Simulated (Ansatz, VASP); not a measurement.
# TiAl in VASP and in Ansatz

File INCAR:

```
  ALGO = Fast
  EDIFF = 1E-6
  ENCUT = 520
  GGA = PS
  ISIF = 2
  ISMEAR = 0
  LASPH = True
  LCHARG = False
  LREAL = False
  LWAVE = False
  NBANDS = 14
  NELM = 100
  PREC = Accurate
  SIGMA = 0.15
```

KPOINTS

```
k-points
0
Gamma
  16 16 16
```

Contents of POSCAR:

```
TiAl
1.0
    3.4333891200      0.0000000000      0.0000000000
    0.0000000000      3.4333891200      0.0000000000
    0.0000000000      0.0000000000      3.3062265600
Ti Al
1 1
Direct
    0.0000000000      0.0000000000      0.0000000000
    0.5000000000      0.5000000000      0.5000000000
```

Input for Ansatz:

```yaml
crystal:
  lattice:
    - [3.43338912, 0.0, 0.0]
    - [0.0, 3.43338912, 0.0]
    - [0.0, 0.0, 3.30622656]
  atoms:
    - { symbol: Ti, position: [0.0, 0.0, 0.0] }
    - { symbol: Al, position: [0.5, 0.5, 0.5] }
basis:
  ecutwfc: 420
kpoints:
  mp_grid: { grid: [16, 16, 16] }
hamiltonian:
  xc: pbesol
scf:
  occupations: { method: gaussian, width: 0.15 }
output:
  forces: true
  stress: true
  eigenvalues: true
  write_density: true
  write_potential: true
  elf: true
  volumetric_format: npy
```

Change from the starting cell: strain +0.080 along x and y, +0.040 along z, atoms carried along.

Alike in both runs: task single point; functional PBEsol; k mesh 16 × 16 × 16; occupations gaussian, width 0.15 eV; no spin polarisation.

```csv
,VASP,Ansatz
version,VASP 6.6.1,Ansatz 0.2.0
potentials or method,"VASP PAW PBE potentials, release 64 (Ti_sv, Al), cutoff 520 eV","scalar-relativistic, plane waves, PAW"
valence electrons in the cell,15,15
```

|  | VASP | Ansatz | Ansatz less VASP |
| --- | --- | --- | --- |
| gap on the k mesh at the Fermi level (eV) | none | none | - |
| pressure (GPa) | -16.3 | -16.3 | -0.04 |
| traceless stress, the component that is largest in VASP (GPa) | -1.03 | -1.03 | -0.004 |

VASP's potentials were made for PBE, not for PBEsol. A gap of «none» marks a metal or a gap that the smearing closes. With one functional, cell and mesh, what is left measures potentials, basis and numerics.
